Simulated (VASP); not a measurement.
Input of a VASP 6.6.1 run:

INCAR

```
SYSTEM = CdS
PREC     = Accurate       ! precision mode
ENCUT    = 520            ! plane-wave cutoff, eV
EDIFF    = 1E-6           ! SCF threshold, eV
ISMEAR   = -1             ! smearing method
SIGMA    = 0.05           ! smearing width, eV
LREAL    = .FALSE.        ! projectors in reciprocal space
LASPH    = .TRUE.         ! aspherical terms in the spheres
NELM     = 60             ! most SCF steps
ALGO     = Normal         ! electronic algorithm
ISIF     = 2              ! what is computed and relaxed
LWAVE    = .FALSE.        ! write WAVECAR
LCHARG   = .FALSE.        ! write CHGCAR
GGA      = PS             ! functional
NBANDS   = 46             ! bands
```

KPOINTS

```
Automatic mesh
0
G
  6 6 4
  0 0 0
```

POSCAR

```
CdS
1.0
    3.8126430686      0.0000203564     -0.0025471998
   -3.8126192303      6.5910939258      0.0032065612
   -0.0043211324      0.0006226824      6.3644223481
Cd S
4 4
Direct
   -0.0406108268     -0.0177866234      0.0009419683
   -0.0405638240     -0.0177728764      0.5009381080
   -0.0403135756      0.4821751505      0.0009958345
   -0.0401257774      0.4822630525      0.5010041450
    0.2930174881      0.3155201421      0.2509662682
    0.6261895083      0.1489201190      0.7509428329
    0.2927523657      0.8155188016      0.2509658347
    0.6263537334      0.6489186887      0.7509864886
```

Potentials or basis: VASP PAW PBE potentials, release 64 (Cd, S).

Run with:

```sh
$ cat potpaw_PBE.64/Cd/POTCAR potpaw_PBE.64/S/POTCAR > POTCAR
$ mpirun -np 1 vasp_std > vasp.out
```

Task: Predict the band gap on the k mesh.

Result: 0.65 eV.

Task: Predict the pressure.

Result: 0.5 GPa.

Caveat: semilocal functionals underestimate gaps, and a narrow one can read as zero; the PAW data sets were made with another functional, which shifts forces and pressure a little. A k mesh can miss the band edges.
